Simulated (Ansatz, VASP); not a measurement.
Zr: VASP beside Ansatz

```
Zr
1.0
     3.23200    0.00000    0.00000
    -1.61600    2.79899    0.00000
     0.00000    0.00000    5.14700
Zr
2
Direct
  0.66667 0.33333 0.75000
  0.33333 0.66667 0.25000
```

Alike in both runs: task relaxation of cell and atoms; functional LDA; k mesh 9 × 9 × 5; occupations fermi-dirac, width 0.05 eV; no spin polarisation.

```csv
,VASP,Ansatz
version,VASP 6.6.1,Ansatz 0.2.0
potentials or method,"VASP PAW LDA potentials, release 64 (Zr_sv)",Ansatz PAW
plane-wave cutoff (eV),600,420
valence electrons in the cell,24,24
```

|  | VASP | Ansatz | Ansatz less VASP |
| --- | --- | --- | --- |
| gap on the k mesh at the Fermi level, each at its own relaxed structure (eV) | none | none | - |
| relaxed volume (Å³/atom) | 21.81 | 21.80 | -0.018 |
| relaxed cell length with the largest relative difference (Å) | 5.093 | 5.089 | -0.0043 |

LDA's correlation is that of Perdew and Zunger in VASP and of Perdew and Wang (1992) in Ansatz. A gap of «none» marks a metal or a gap that the smearing closes.

Noted on Ansatz's run: the plane-wave basis is chosen anew once the cell has moved, so the energies of steps on either side of that aren't comparable.
